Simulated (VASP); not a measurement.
# Al15InN16 (a cell with a defect): relaxation of the atoms with PBE

The system is Al15InN16 (a cell with a defect).

```
Al In N
1.0
     6.25951    0.00000    0.00000
    -3.12976    5.42090    0.00000
     0.00000    0.00000   10.03481
Al In N
15 1 16
Direct
  0.33333 0.16667 0.24962
  0.33333 0.16667 0.74962
  0.16667 0.33333 0.99962
  0.33333 0.66667 0.24962
  0.16667 0.83333 0.49962
  0.33333 0.66667 0.74962
  0.16667 0.83333 0.99962
  0.83333 0.16667 0.24962
  0.66667 0.33333 0.49962
  0.83333 0.16667 0.74962
  0.66667 0.33333 0.99962
  0.83333 0.66667 0.24962
  0.66667 0.83333 0.49962
  0.83333 0.66667 0.74962
  0.66667 0.83333 0.99962
  0.16667 0.33333 0.49962
  0.33333 0.16667 0.44038
  0.16667 0.33333 0.19038
  0.33333 0.16667 0.94038
  0.16667 0.33333 0.69038
  0.33333 0.66667 0.44038
  0.16667 0.83333 0.19038
  0.33333 0.66667 0.94038
  0.16667 0.83333 0.69038
  0.83333 0.16667 0.44038
  0.66667 0.33333 0.19038
  0.83333 0.16667 0.94038
  0.66667 0.33333 0.69038
  0.83333 0.66667 0.44038
  0.66667 0.83333 0.19038
  0.83333 0.66667 0.94038
  0.66667 0.83333 0.69038
```

```
Program                : VASP 6.6.1
Task                   : relaxation of the atoms
Functional             : PBE
Potentials or basis    : VASP PAW PBE potentials, release 64 (Al, In_d, N)
Cutoff                 : 520 eV
k mesh                 : 1 × 1 × 1, shifted
Occupations            : gaussian, width 0.01 eV
Spin                   : collinear spin
Fixed moment           : 1 μB
Dipole correction      : no
Charge                 : 1
Further INCAR settings : LREAL = Auto; ALGO = Normal; EDIFF = 1e-07; IBRION = 2; EDIFFG = -0.03; NSW = 100; NELECT = 137.0
```

- Energy gained by relaxing: 55.0 meV/atom
- Ionic steps: 16
- Largest force after relaxing: 0.009 eV/Å
- Net moment: 1.00 μB per cell
- Site moments: Al +0.00, -0.00 (each value once); In +0.04; N +0.05, +0.02, +0.18, +0.04, +0.01 (each value once) μB
- Valence electrons inside the program's atomic spheres: Al 0.80, 0.81, 0.79, 0.82 (each value once); In 11.74; N 3.83, 3.78, 3.84 (each value once)

Forces in eV/Å, atoms in the order of the input:
```
Al  -0.001  0.001 -0.002
Al   0.007 -0.004 -0.004
Al   0.000  0.000 -0.007
Al   0.000 -0.001 -0.002
Al   0.003  0.002  0.001
Al   0.000  0.009 -0.004
Al  -0.002 -0.001  0.000
Al   0.001  0.001 -0.002
Al   0.000 -0.004  0.001
Al  -0.007 -0.004 -0.004
Al   0.000  0.003  0.000
Al   0.000  0.000 -0.005
Al  -0.003  0.002  0.001
Al   0.000  0.000  0.001
Al   0.002 -0.001  0.000
In   0.000  0.000  0.005
N    0.002 -0.001  0.004
N    0.000  0.000 -0.005
N    0.002 -0.001  0.003
N    0.000  0.000  0.006
N    0.000  0.003  0.004
N    0.000  0.000  0.001
N    0.000  0.002  0.003
N    0.001  0.000 -0.003
N   -0.002 -0.001  0.004
N    0.000  0.000  0.001
N   -0.002 -0.001  0.003
N    0.000 -0.001 -0.003
N    0.000  0.000 -0.006
N    0.000  0.000  0.001
N    0.000  0.000  0.009
N   -0.001  0.000 -0.003
```

The path:
```tsv
step	energy change (eV)	largest force (eV/Å)	pressure (GPa)
1	0.0000	5.2690	2.10
2	-1.3186	2.1658	0.44
3	-1.6413	0.5949	0.39
4	-1.7332	0.2098	0.25
5	-1.7359	0.2631	0.23
6	-1.7540	0.1241	0.24
7	-1.7540	0.1233	0.24
8	-1.7579	0.0830	0.22
9	-1.7580	0.1003	0.22
10	-1.7595	0.0424	0.21
11	-1.7595	0.0380	0.22
12	-1.7598	0.0387	0.22
13	-1.7598	0.0381	0.22
14	-1.7599	0.0336	0.22
15	-1.7599	0.0340	0.22
16	-1.7600	0.0094	0.22
```

Final structure:
```xyz
32
Lattice="6.2595 0.0000 0.0000 -3.1298 5.4209 0.0000 0.0000 0.0000 10.0348" Properties=species:S:1:pos:R:3 pbc="T T T"
Al    1.5830    0.8930    2.4589
Al    1.5997    0.8834    7.5680
Al    0.0000    1.8070    0.0045
Al    0.0000    3.6349    2.4589
Al   -1.5647    4.5175    5.0184
Al    0.0000    3.6541    7.5680
Al   -1.5787    4.5094   10.0316
Al    4.6765    0.8930    2.4589
Al    3.1298    1.8068    5.0184
Al    4.6598    0.8834    7.5680
Al    3.1298    1.8230   10.0316
Al    3.1298    3.6139    2.5056
Al    1.5647    4.5175    5.0184
Al    3.1298    3.6139    7.5221
Al    1.5787    4.5094   10.0316
In    0.0000    1.8070    4.9848
N     1.7002    0.8254    4.3502
N     0.0000    1.8070    1.9176
N     1.5693    0.9009    9.4622
N     0.0000    1.8070    7.1436
N     0.0000    3.7702    4.3502
N    -1.5766    4.5106    1.8854
N     0.0000    3.6191    9.4622
N    -1.5622    4.5189    6.9287
N     4.5593    0.8254    4.3502
N     3.1298    1.8206    1.8854
N     4.6902    0.9009    9.4622
N     3.1298    1.8039    6.9287
N     3.1298    3.6139    4.4220
N     1.5766    4.5106    1.8854
N     3.1298    3.6139    9.4176
N     1.5622    4.5189    6.9287
```

Wall time 62 min on 1 thread of Intel(R) Xeon(R) 6975P-C (Granite Rapids), with other jobs on the host, peak memory 0.74 GiB.

Caveat: the k points lie up to 0.58 Å⁻¹ apart; the cell carries a net charge on a neutralising background, which shifts energy and pressure; the cell is charged against a uniform background, so pressure and absolute levels hang on convention; the total moment is fixed, so each spin has its own Fermi level and the state may be an excited one.
